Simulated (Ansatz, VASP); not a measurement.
**Zn5S6: VASP beside Ansatz**

```
S Zn
1.0
     3.78763    0.00000    0.00000
     0.00000    3.78763    0.00000
     0.00000    0.00000   28.39130
S Zn
6 5
Direct
  0.00000 0.50000 0.26417
  0.50000 0.00000 0.35850
  0.00000 0.50000 0.45283
  0.50000 0.00000 0.54717
  0.00000 0.50000 0.64150
  0.50000 0.00000 0.73583
  0.50000 0.50000 0.31133
  0.00000 0.00000 0.40567
  0.50000 0.50000 0.50000
  0.00000 0.00000 0.59433
  0.50000 0.50000 0.68867
```

Alike in both runs: task single point; functional PBEsol; k mesh 7 × 7 × 1; occupations methfessel-paxton of order 1, width 0.2 eV; no spin polarisation.

|  | VASP | Ansatz |
| --- | --- | --- |
| version | VASP 6.6.1 | Ansatz 0.2.0 |
| potentials or method | VASP PAW PBE potentials, release 64 (S, Zn), cutoff 520 eV | scalar-relativistic, plane waves, PAW |
| valence electrons in the cell | 96 | 96 |

|  | VASP | Ansatz | Ansatz less VASP |
| --- | --- | --- | --- |
| gap on the k mesh at the Fermi level (eV) | none | none | - |
| rms of the force components (eV/Å) | 0.178 | 0.179 | +0.0013 |

VASP's potentials were made for PBE, not for PBEsol. A gap of «none» marks a metal or a gap that the smearing closes.
